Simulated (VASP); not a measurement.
# Hf: single point with PBE

Hf:

```
Hf
1.0
     2.71719    0.00000    0.00000
    -1.35860    2.35316    0.00000
     0.00000    0.00000    5.05780
Hf
2
Cartesian
  0.0000 1.5688 1.2645
  1.3586 0.7844 3.7934
```

This cell differs from its parent crystal: strain -0.1500 x Voigt [1, 1, 0, 0, 0, 0].

```yaml
Program: VASP 6.6.1
Task: single point
Functional: PBE
Potentials_or_basis: VASP PAW PBE potentials, release 64 (Hf_pv)
Cutoff: 520 eV
k_mesh: 18 × 18 × 10
Occupations: gaussian, width 0.15 eV
Spin: no spin polarisation
```

```yaml
Pressure: 58.4 GPa
Band_gap_on_the_k_mesh: zero (band 10 reaches 8.21 eV, above the bottom of band 11 at 6.92 eV)
```

Stress tensor (GPa, compression positive):
```
65.14  0.00  0.00
 0.00 65.14  0.00
 0.00  0.00 44.98
```

Levels at points of the mesh, in eV from the Fermi level:
| k point | band 6 | band 7 | band 8 | band 9 | band 10 | band 11 | band 12 | band 13 | band 14 | band 15 |
| --- | --- | --- | --- | --- | --- | --- | --- | --- | --- | --- |
| (0.00, 0.00, 0.00) | -28.59 | -8.05 | -4.73 | -0.32 | 1.01 | 1.79 | 1.79 | 2.47 | 2.47 | 5.42 |
| (0.50, 0.00, 0.00) | -29.08 | -4.04 | -3.87 | -3.63 | 0.12 | 1.10 | 1.55 | 2.37 | 8.36 | 9.93 |
| (0.00, 0.00, 0.50) | -28.65 | -5.92 | -5.92 | -0.74 | -0.74 | 1.91 | 1.91 | 1.91 | 1.91 | 7.13 |
| (0.50, 0.00, 0.50) | -29.21 | -4.50 | -4.50 | -2.30 | -2.30 | 3.26 | 3.26 | 4.53 | 4.53 | 8.13 |

Run time: 68 s on 1 thread of Intel Xeon 6975P-C, on a shared host, peak memory 0.22 GiB.

Caveat: the cell differs from its parent crystal (strain -0.1500 x Voigt [1, 1, 0, 0, 0, 0]); spin-orbit coupling is left out, which moves the levels of the heavy elements.
